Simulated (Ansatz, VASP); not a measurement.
LiF: VASP beside Ansatz

```
Li F
1.0
     2.43156    0.00000    0.00000
     0.00000    2.43156    0.00000
     0.00000    0.00000    2.49554
Li F
1 1
Cartesian
  0.0000 0.0000 0.0000
  1.2158 1.2158 1.2478
```

Change from the starting cell: strain -0.050 along x and y, -0.025 along z, atoms carried along.

Alike in both runs: task single point; functional LDA; k mesh 10 × 10 × 10; occupations gaussian, width 0.05 eV; no spin polarisation.

|  | VASP | Ansatz |
| --- | --- | --- |
| version | VASP 6.6.1 | Ansatz 0.2.0 |
| potentials or method | VASP PAW LDA potentials, release 64 (Li_sv, F), cutoff 520 eV | scalar-relativistic, plane waves, PAW |
| valence electrons in the cell | 10 | 10 |

|  | VASP | Ansatz | Ansatz less VASP |
| --- | --- | --- | --- |
| gap on the k mesh at the Fermi level (eV) | 8.37 | 8.37 | +0.004 |
| least direct gap on the mesh (eV) | 9.16 | 9.16 | 0.000 |

LDA's correlation is that of Perdew and Zunger in VASP and of Perdew and Wang (1992) in Ansatz.

Noted on VASP's run: the cutoff is short for stress, so the pressure is rough.
